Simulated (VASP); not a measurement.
Input of a VASP 6.6.1 run:

File INCAR:

```
SYSTEM = Rh
PREC = Accurate
ENCUT = 520
EDIFF = 1E-7
ISMEAR = -1
SIGMA = 0.1
LREAL = .FALSE.
LASPH = .TRUE.
NELM = 60
ALGO = Normal
ISIF = 2
LWAVE = .FALSE.
LCHARG = .TRUE.
GGA = RE
LELF = .TRUE.
LVHAR = .TRUE.
ISYM = 0
NBANDS = 22
```

KPOINTS

```
regular mesh
0
G
  14 14 9
  0 0 0
```

The input POSCAR:

```
Rh
1.0
   -2.6886974592      3.0935503379      1.3194238219
    3.0935503379     -2.6886974592      1.3194238219
    1.8828656600      1.8828656600     -0.5779350331
Rh
2
Direct
    0.0102097093      0.9897902907      1.0000000000
    0.7397902907      0.2602097093      0.5000000000
```

Potentials or basis: VASP PAW PBE potentials, release 64 (Rh_pv).

Launch:

```sh
$ cat potpaw_PBE.64/Rh_pv/POTCAR > POTCAR
$ mpirun -np 1 vasp_std > vasp.out
```

**Question.** Estimate the band gap on the k mesh.

**Answer.** Zero (bands 15 and 16 overlap by 1.79 eV).

**Question.** What does it give for the pressure?

**Answer.** 0.1 GPa.

Caveat: the PAW data sets were made with another functional, which shifts forces and pressure a little.
